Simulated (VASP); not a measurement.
Crystal: GdO.

```
CELL_PARAMETERS angstrom
3.11330 0.00000 0.00000
-1.55665 2.69620 0.00000
0.00000 0.00000 3.03843
ATOMIC_POSITIONS crystal
Gd 0.00000 0.00000 0.00000
O 0.66667 0.33333 0.50000
```

Base run:

| Property | Result |
| --- | --- |
| Program | VASP 6.6.1 |
| Functional | LDA |
| Potentials or basis | VASP PAW PBE potentials, release 64 (Gd, O) |
| Cutoff | 520 eV |
| k mesh | 10 × 10 × 9 |
| Occupations | fermi-dirac, width 0.05 eV |
| Spin | collinear spin, ferromagnetic start |
| Starting moments | [7.0, 0.0] μB |
| Hubbard terms | Gd f U = 1.0 eV |

Its results: pressure 18.4 GPa; net moment 7.03 μB per cell; site moments Gd +6.79; O -0.02 μB.

Question: The run is repeated on the same cell with these changes: hubbard terms from Gd f U = 1.0 eV to Gd f U = 5.0 eV. What comes out?

Answer: Pressure 21.3 GPa; net moment 7.41 μB per cell; site moments Gd +7.05; O -0.03 μB.

Caveats: the PAW data sets were made with another functional, which shifts forces and pressure a little; a cell with one magnetic atom can't hold antiferromagnetic order, which such compounds often take.
